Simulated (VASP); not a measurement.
# BAs (zincblende type) (F-43m) in VASP: further runs

BAs (zincblende type) is run at these levels: PBEsol; tasks: single point.

Everything below comes from runs of VASP 6.6.1. Logs are shortened: lines on timing, memory, paths and dates and some standing lists are left out, and cuts for length are marked.

### Step 1. The cell of the first run

It takes space group F-43m (No. 216, cubic). The conventional cell has a = 3.906 Å, b = 3.906 Å, c = 3.906 Å, α = 90.00°, β = 90.00°, γ = 90.00°. B (site symmetry -43m) has 4 As at 1.69 Å within 2.2 Å. Within 2.2 Å of As (site symmetry -43m) lie 4 B at 1.69 Å.

### Step 2. Single point, PBEsol (volume scaled by 0.55)

Contents of INCAR:

```
SYSTEM = BAs
ALGO     = Normal         ! electronic algorithm
EDIFF    = 1E-6           ! SCF threshold, eV
ENCUT    = 500            ! plane-wave cutoff, eV
GGA      = PS             ! functional
GGA_COMPAT= .FALSE.      
ISIF     = 2              ! what is computed and relaxed
ISMEAR   = -1             ! smearing method
LASPH    = .TRUE.         ! aspherical terms in the spheres
LCHARG   = .FALSE.        ! write CHGCAR
LREAL    = .FALSE.        ! projectors in reciprocal space
LWAVE    = .FALSE.        ! write WAVECAR
NBANDS   = 11             ! bands
NELM     = 120            ! most SCF steps
PREC     = Accurate       ! precision mode
SIGMA    = 0.05           ! smearing width, eV
```

Contents of KPOINTS:

```
k-points
0
G
  14 14 14
  0 0 0
```

Contents of POSCAR:

```
BAs
1.0
    0.0000000000      1.9530950665      1.9530950665
    1.9530950665      0.0000000000      1.9530950665
    1.9530950665      1.9530950665      0.0000000000
B As
1 1
Direct
    0.0000000000      0.0000000000      0.0000000000
    0.2500000000      0.2500000000      0.2500000000
```

Potentials or basis: VASP PAW PBE potentials, release 64 (B, As).

Run with:

```
cat potpaw_PBE.64/B/POTCAR potpaw_PBE.64/As/POTCAR > POTCAR
mpirun -np 1 vasp_std > vasp.out
```

OUTCAR:

```text
SYSTEM = BAs
   EDIFF = 1E-6
   ENCUT = 500
   GGA = PS
   ISIF = 2
   ISMEAR = -1
   LASPH = .TRUE.
   LREAL = .FALSE.
   NELM = 120
   PREC = Accurate

 ion  position               nearest neighbor table
   1  0.000  0.000  0.000-   2 1.69   2 1.69   2 1.69   2 1.69
   2  0.250  0.250  0.250-   1 1.69   1 1.69   1 1.69   1 1.69

  LATTYP: Found a face centered cubic cell.
 ALAT       =     3.9061901330

  Lattice vectors:

 A1 = (   0.0000000000,   1.9530950665,   1.9530950665)
 A2 = (   1.9530950665,   0.0000000000,   1.9530950665)
 A3 = (   1.9530950665,   1.9530950665,   0.0000000000)

Analysis of symmetry for initial positions (statically):
=====================================================================
 Subroutine PRICEL returns:
 Original cell was already a primitive cell.

 Routine SETGRP: Setting up the symmetry group for a
 face centered cubic supercell.

 Subroutine GETGRP returns: Found 24 space group operations
 (whereof 24 operations were pure point group operations)
 out of a pool of 48 trial point group operations.

The static configuration has the point symmetry T_d .

Analysis of symmetry for dynamics (positions and initial velocities):
=====================================================================
 Subroutine PRICEL returns:
 Original cell was already a primitive cell.

 Routine SETGRP: Setting up the symmetry group for a
 face centered cubic supercell.

 Subroutine GETGRP returns: Found 24 space group operations
 (whereof 24 operations were pure point group operations)
 out of a pool of 48 trial point group operations.

The dynamic configuration has the point symmetry T_d .

 Subroutine INISYM returns: Found 24 space group operations
 (whereof 24 operations are pure point group operations),
 and found     1 'primitive' translations

----------------------------------------------------------------------------------------

                                     Primitive cell

  volume of cell :      14.9005

  direct lattice vectors                    reciprocal lattice vectors
     0.000000000  1.953095066  1.953095066    -0.256003924  0.256003924  0.256003924
     1.953095066  0.000000000  1.953095066     0.256003924 -0.256003924  0.256003924
     1.953095066  1.953095066  0.000000000     0.256003924  0.256003924 -0.256003924

  length of vectors
     2.762093532  2.762093532  2.762093532     0.443411802  0.443411802  0.443411802

  position of ions in fractional coordinates (direct lattice)
     0.000000000  0.000000000  0.000000000
     0.250000000  0.250000000  0.250000000

[... 79 lines left out ...]
   NSW    =      0    number of steps for IOM
   IBRION =     -1    ionic relax: 0-MD 1-quasi-New 2-CG
   NFREE  =      0    steps in history (QN), initial steepest desc. (CG)
   ISIF   =      2    stress and relaxation
   ISYM   =      2    0-nonsym 1-usesym 2-fastsym
   POTIM  = 0.5000    time-step for ionic-motion
   TEBEG  =    0.0;   TEEND  =   0.0 temperature during run
   PSTRESS=    0.0 pullay stress
   NELECT =       8.0000    total number of electrons
   NUPDOWN=      -1.0000    fix difference up-down
   EMIN   =  10.00;   EMAX   =-10.00  energy-range for DOS
   EFERMI =   0.00;   METHOD = LEGACY
   ISMEAR =    -1;   SIGMA  =   0.05  broadening in eV -4-tet -1-fermi 0-gaus
   EFERMI_NEDOS =   21; number of points for ismear=-14 and -15
   IALGO  =     38    algorithm
   IMIX   =      4    mixing-type and parameters
     AMIX     =   0.40;   BMIX     =  1.00
     AMIX_MAG =   1.60;   BMIX_MAG =  1.00
  volume/ion in A,a.u.               =       7.45        50.28
  Fermi-wavevector in a.u.,A,eV,Ry     =   1.330571  2.514415 24.088022  1.770420
  Thomas-Fermi vector in A             =   2.459648
   LORBIT       =      0    0 simple, 1 ext, 2 COOP (PROOUT), +10 PAW based schemes
   GGA     = PS    functional components
   LHFCALC =     F    Hartree Fock is set to
   AEXX    =    0.0000 exact exchange contribution
   IVDW    =     0    specifies the selected vdW correction
   LEPSILON=     F    determine dielectric tensor
   LRPA    =     F    only Hartree local field effects (RPA)
 non-spin polarized calculation
  energy-cutoff  :      500.00
  volume of cell :       14.90
 maximum number of plane-waves:       388
   NGX =  9   NGY =  9   NGZ =  9

 number of electron       8.0000001 magnetization

 Free energy of the ion-electron system (eV)
  ---------------------------------------------------
  ext. energy  EPLUGINS =         0.00000000
  ---------------------------------------------------
  free energy    TOTEN  =        -5.63070560 eV

  energy without entropy =       -5.63067554  energy(sigma->0) =       -5.63069057

 E-fermi :  14.7907     XC(G=0): -13.4895

 val. band max:       14.5974037590   @ k =   0.0000   0.0000   0.0000
 cond. band min:      15.0173327165   @ k =   0.5000   0.5000   0.0000
 fundamental gap:      0.4199289574
 Fermi energy:        14.7906783518

 k-point     1 :       0.0000    0.0000    0.0000
  band No.  band energies     occupation
      1      -7.9096      2.00000
      2      14.5974      1.95896
      3      14.5974      1.95896
      4      14.5974      1.95895
      5      19.1954      0.00000
      6      19.1954      0.00000
      7      19.1954      0.00000
      8      25.8675      0.00000
      9      29.6894      0.00000
     10      30.6526      0.00000
     11      30.6526      0.00000
[... 309 lines left out ...]
 k-point    24 :       0.2857    0.1429    0.0000
  band No.  band energies     occupation
      1      -5.9189      2.00000
      2       7.7989      2.00000
      3      10.6864      2.00000
      4      11.9180      2.00000
      5      17.9815      0.00000
      6      21.2813      0.00000
      7      23.8051      0.00000
      8      24.1875      0.00000
      9      29.0660      0.00000
     10      31.0140      0.00000
     11      32.8149      0.00000

 [... further k-points ...]
[... 5 lines left out ...]
  --------------------------------------------------------------------------------------
  -------------------------------------------------------------------------------------
  Total       26.0197285     26.0197285     26.0197285      0.0000000     -0.0000000      0.0000000
  in kB     2797.7776628   2797.7776628   2797.7776628      0.0000000     -0.0000000      0.0000000
  external PRESSURE =    2797.7776628 kB  Pullay stress =       0.0000000 kB

 VOLUME and BASIS-vectors are now :
 -----------------------------------------------------------------------------
  energy-cutoff  :      500.00
  volume of cell :       14.90
      direct lattice vectors                 reciprocal lattice vectors
     0.000000000  1.953095066  1.953095066    -0.256003924  0.256003924  0.256003924
     1.953095066  0.000000000  1.953095066     0.256003924 -0.256003924  0.256003924
     1.953095066  1.953095066  0.000000000     0.256003924  0.256003924 -0.256003924

 POSITION                                       TOTAL-FORCE (eV/Angst)
 -----------------------------------------------------------------------------------
      0.00000      0.00000      0.00000         0.000000      0.000000      0.000000
      0.97655      0.97655      0.97655        -0.000000     -0.000000     -0.000000
 -----------------------------------------------------------------------------------
    total drift:                                0.000000      0.000000      0.000000

  FREE ENERGIE OF THE ION-ELECTRON SYSTEM (eV)
  ---------------------------------------------------
  free  energy   TOTEN  =        -5.6307055977 eV

  energy  without entropy=       -5.6306755444  energy(sigma->0) =       -5.63069057
```

Wall time 17 s (1 thread of Intel Xeon 8259CL, shared host); peak memory 0.14 GiB.

What came out:

- Free energy: -5.6307 eV
- Pressure: 279.8 GPa
- Band gap on the k mesh: 0.42 eV, indirect (least direct gap 4.48 eV)

Caveat: the PAW data sets were made with another functional, which shifts forces and pressure a little. A k mesh can miss the band edges.

### Step 3. Single point, PBEsol (volume scaled by 0.55)

Contents of INCAR:

```
PREC = Accurate
ENCUT = 500
EDIFF = 1E-6
ISMEAR = -1
SIGMA = 0.05
LREAL = F
LASPH = T
NELM = 120
ALGO = Normal
ISIF = 2
LWAVE = F
LCHARG = F
GGA = PS
NBANDS = 11
GGA_COMPAT = F
```

Contents of KPOINTS:

```
regular mesh
0
Gamma
  14 14 14
```

POSCAR is that of step 2.

Potentials or basis: VASP PAW PBE potentials, release 64 (B, As).

Run with:

```
cat potpaw_PBE.64/B/POTCAR potpaw_PBE.64/As/POTCAR > POTCAR
mpirun -np 1 vasp_std > vasp.out
```

Wall time 17 s (1 thread of Intel Xeon 8259CL, shared host); peak memory 0.14 GiB.

It converged, with:

```yaml
Free_energy: -5.6307 eV
Pressure: 279.8 GPa
Band_gap_on_the_k_mesh: 0.42 eV, indirect (least direct gap 4.48 eV)
```

Levels at points of the mesh, in eV from the valence-band top:
```tsv
k point	band 2	band 3	band 4	band 5	band 6	band 7
(0.00, 0.00, 0.00)	0.00	0.00	0.00	4.60	4.60	4.60
(0.50, 0.00, 0.00)	-14.61	-2.96	-2.96	5.36	5.36	7.31
(0.50, 0.50, 0.00)	-12.79	-7.23	-7.23	0.42	0.82	18.00
```

Caveat: the PAW data sets were made with another functional, which shifts forces and pressure a little.

### Step 4. Single point, PBEsol (volume scaled by 0.64)

Contents of INCAR:

```
SYSTEM = BAs
PREC = Accurate
ENCUT = 500
EDIFF = 1E-6
ISMEAR = -1
SIGMA = 0.05
LREAL = .False.
LASPH = .True.
NELM = 120
ALGO = Normal
ISIF = 2
LWAVE = .False.
LCHARG = .False.
GGA = PS
NBANDS = 11
GGA_COMPAT = .False.
```

Contents of KPOINTS:

```
Automatic mesh
0
Gamma
  14 14 14
  0 0 0
```

Contents of POSCAR:

```
BAs
1.0
    0.0000000000      2.0542934330      2.0542934330
    2.0542934330      0.0000000000      2.0542934330
    2.0542934330      2.0542934330      0.0000000000
B As
1 1
Direct
    0.0000000000      0.0000000000      0.0000000000
    0.2500000000      0.2500000000      0.2500000000
```

Run with:

```
cat potpaw_PBE.64/B/POTCAR potpaw_PBE.64/As/POTCAR > POTCAR
mpirun -np 1 vasp_std > vasp.out
```

Run time: 17 s. Hardware: 1 thread of Intel Xeon 8259CL, shared host; peak memory 0.15 GiB.

The run converged. Its results:

| Property | Result |
| --- | --- |
| Free energy | -8.8626 eV |
| Pressure | 156.7 GPa |
| Band gap on the k mesh | 0.58 eV, indirect (least direct gap 4.06 eV) |

Levels at points of the mesh, in eV from the valence-band top:
| k point | band 2 | band 3 | band 4 | band 5 | band 6 | band 7 |
| --- | --- | --- | --- | --- | --- | --- |
| (0.00, 0.00, 0.00) | 0.00 | 0.00 | 0.00 | 4.09 | 4.09 | 4.09 |
| (0.50, 0.00, 0.00) | -12.92 | -2.67 | -2.67 | 5.19 | 5.19 | 5.92 |
| (0.50, 0.50, 0.00) | -11.56 | -6.33 | -6.33 | 0.63 | 0.89 | 16.17 |

Caveat: the PAW data sets were made with another functional, which shifts forces and pressure a little. A k mesh can miss the band edges.

### Step 5. Single point, PBEsol (volume scaled by 0.8)

Contents of INCAR:

```
PREC = Accurate ; ENCUT = 500
EDIFF = 1E-6 ; ISMEAR = -1
SIGMA = 0.05 ; LREAL = F
LASPH = T ; NELM = 120
ALGO = Normal ; ISIF = 2
LWAVE = F ; LCHARG = F
GGA = PS ; NBANDS = 11
GGA_COMPAT = F
```

Contents of KPOINTS:

```
regular mesh
0
Gamma
  14 14 14
```

Contents of POSCAR:

```
BAs
1.0
    0.0000000000      2.2129205178      2.2129205178
    2.2129205178      0.0000000000      2.2129205178
    2.2129205178      2.2129205178      0.0000000000
B As
1 1
Direct
    0.0000000000      0.0000000000      0.0000000000
    0.2500000000      0.2500000000      0.2500000000
```

Run with:

```
cat potpaw_PBE.64/B/POTCAR potpaw_PBE.64/As/POTCAR > POTCAR
mpirun -np 1 vasp_std > vasp.out
```

Wall time 20 s (1 thread of Intel Xeon 8259CL, shared host); peak memory 0.15 GiB.

The run converged. Its results:

* Free energy: -11.4633 eV
* Pressure: 51.3 GPa
* Band gap on the k mesh: 0.83 eV, indirect (least direct gap 3.58 eV)

Levels at points of the mesh, in eV from the valence-band top:
| k point | band 2 | band 3 | band 4 | band 5 | band 6 | band 7 |
| --- | --- | --- | --- | --- | --- | --- |
| (0.00, 0.00, 0.00) | 0.00 | 0.00 | 0.00 | 3.58 | 3.58 | 3.58 |
| (0.50, 0.00, 0.00) | -10.71 | -2.24 | -2.24 | 4.15 | 4.97 | 4.97 |
| (0.50, 0.50, 0.00) | -9.94 | -5.15 | -5.15 | 1.00 | 1.08 | 13.66 |

Caveat: the PAW data sets were made with another functional, which shifts forces and pressure a little. A k mesh can miss the band edges.

### Step 6. Summary

| cell | gap on the mesh (eV) | pressure (GPa) |
| --- | --- | --- |
| a = 2.762 Å, angles 60.0°, 2 atoms | 0.42 | 279.8 |
| a = 2.905 Å, angles 60.0°, 2 atoms | 0.58 | 156.7 |
| a = 3.130 Å, angles 60.0°, 2 atoms | 0.83 | 51.3 |

Alike in all rows: task single point; level PBEsol; potentials or basis VASP PAW PBE potentials, release 64 (B, As); no spin polarisation; k mesh 14 × 14 × 14; cutoff (eV) 500; smearing fermi-dirac 0.05 eV.

Caveats: the PAW data sets were made with another functional, which shifts forces and pressure a little.

Absolute energies hang on the potentials; compare differences alone.
